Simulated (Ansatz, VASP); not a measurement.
**Two plane-wave programs on Pt**

File INCAR:

```
  PREC = Accurate
  ENCUT = 520
  EDIFF = 1E-7
  ISMEAR = 0
  SIGMA = 0.15
  LREAL = F
  LASPH = T
  NELM = 60
  ALGO = Fast
  ISIF = 2
  LWAVE = F
  LCHARG = F
  GGA = PS
  NBANDS = 39
```

The input KPOINTS:

```
regular mesh
0
Gamma
  14 14 5
```

The input POSCAR:

```
Pt
1.0
   -3.1208845721      0.0000000000      0.0000000000
    0.0000000000     -3.1208845721      0.0000000000
    0.0000000000      0.0000000000      9.3626537164
Pt
6
Direct
    0.5000000000      0.5000000000      0.1666666667
    0.0000000000      0.0000000000      0.0000000000
    0.5000000000      0.5000000000      0.5000000000
    0.0000000000      0.0000000000      0.3333333333
    0.5000000000      0.5000000000      0.8333333333
    0.0000000000      0.0000000000      0.6666666667
```

Input for Ansatz:

```yaml
crystal:
  lattice:
    - [-3.1208845721, 0.0, 0.0]
    - [0.0, -3.1208845721, 0.0]
    - [0.0, 0.0, 9.3626537164]
  atoms:
    - { symbol: Pt, position: [0.5, 0.5, 0.1666666667] }
    - { symbol: Pt, position: [0.0, 0.0, 0.0] }
    - { symbol: Pt, position: [0.5, 0.5, 0.5] }
    - { symbol: Pt, position: [0.0, 0.0, 0.3333333333] }
    - { symbol: Pt, position: [0.5, 0.5, 0.8333333333] }
    - { symbol: Pt, position: [0.0, 0.0, 0.6666666667] }
basis:
  ecutwfc: 420
kpoints:
  mp_grid: { grid: [14, 14, 5] }
hamiltonian:
  xc: pbesol
  pseudopotentials: { kind: paw, azcp: { folder: soft_1 } }
scf:
  occupations: { method: gaussian, width: 0.15 }
output:
  forces: true
  stress: true
  eigenvalues: true
  write_density: true
  write_potential: true
  elf: true
  volumetric_format: npy
```

Alike in both runs: task single point; functional PBEsol; k mesh 14 × 14 × 5; occupations gaussian, width 0.15 eV; no spin polarisation.

```csv
,VASP,Ansatz
version,VASP 6.6.1,Ansatz 0.2.0
potentials or method,"VASP PAW PBE potentials, release 64 (Pt), cutoff 520 eV","scalar-relativistic, plane waves, PAW"
valence electrons in the cell,60,108
```

Ansatz gave:

| Item | Value |
| --- | --- |
| gap on the k mesh at the Fermi level (eV) | none |
| pressure (GPa) | 0.2 |

**Question.** Which values does VASP return?

**Answer.** gap on the k mesh at the Fermi level (eV): none; pressure (GPa): -0.2.

VASP's potentials were made for PBE, not for PBEsol, and Ansatz warns of the same on its side. A gap of «none» marks a metal or a gap that the smearing closes. VASP's potentials hold 60 valence electrons a cell and Ansatz's 108, so a difference there can come from the potentials and not from the codes.

Spin-orbit coupling is off throughout.
